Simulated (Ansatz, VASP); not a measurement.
**ZnAu: VASP beside Ansatz**

```xyz
2
Lattice="3.0951 0.0000 0.0000 0.0000 3.0951 0.0000 0.0000 0.0000 3.0951" Properties=species:S:1:pos:R:3 pbc="T T T"
Zn    1.5475    1.5475    1.5475
Au    0.0000    0.0000    0.0000
```

Alike in both runs: functional LDA; k mesh 10 × 10 × 10; occupations fermi-dirac, width 0.1 eV; no spin polarisation.

Ansatz relaxed the structure, and its values are those at the end. VASP's run is a single point on that final structure, the one shown.

```csv
,VASP,Ansatz
version,VASP 6.6.1,Ansatz 0.2.0
potentials or method,"VASP PAW LDA potentials, release 64 (Zn, Au), cutoff 520 eV",PAW plane waves
valence electrons in the cell,23,31
```

```tsv
	VASP	Ansatz	Ansatz less VASP
gap on the k mesh at the Fermi level (eV)	none	none	-
pressure (GPa)	0.7	0.0	-0.71
```

Ansatz warns that its potentials were made for another functional, while VASP's fit it. LDA's correlation is that of Perdew and Zunger in VASP and of Perdew and Wang (1992) in Ansatz. A gap of «none» marks a metal or a gap that the smearing closes. VASP's potentials hold 23 valence electrons a cell and Ansatz's 31, so a difference there can come from the potentials and not from the codes.

Spin-orbit coupling is off throughout.
